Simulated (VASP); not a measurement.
A run of VASP 6.6.1:

File INCAR:

```
SYSTEM = Sn
PREC = Accurate ; ENCUT = 520
EDIFF = 1E-8 ; ISMEAR = -4
SIGMA = 0.1 ; LREAL = .FALSE.
LASPH = .TRUE. ; NELM = 60
ALGO = Normal ; ISIF = 2
LWAVE = .FALSE. ; LCHARG = .FALSE.
GGA = PS ; LEFG = .TRUE.
NBANDS = 21
```

File KPOINTS:

```
regular mesh
0
G
  15 15 15
  0 0 0
```

POSCAR

```
Sn
1.0
   -2.9158500000      2.9158500000      1.5906500000
    2.9158500000     -2.9158500000      1.5906500000
    2.9158500000      2.9158500000     -1.5906500000
Sn
2
Direct
    0.0000000000      0.0000000000      0.0000000000
    0.7500000000      0.2500000000      0.5000000000
```

Potentials or basis: VASP PAW PBE potentials, release 64 (Sn_d).

Run with:

```bash
$ cat potpaw_PBE.64/Sn_d/POTCAR > POTCAR
$ mpirun -np 1 vasp_std > vasp.out
```

Hardware: 1 thread of Oxide Virtual Turin-like Processor (shared host).

Problem. Estimate the wall time of this run.

Solution. Wall time 13 min on 1 thread of Oxide Virtual Turin-like Processor (shared host), peak memory 0.38 GiB. Counts: scf iterations 13, k points 288.
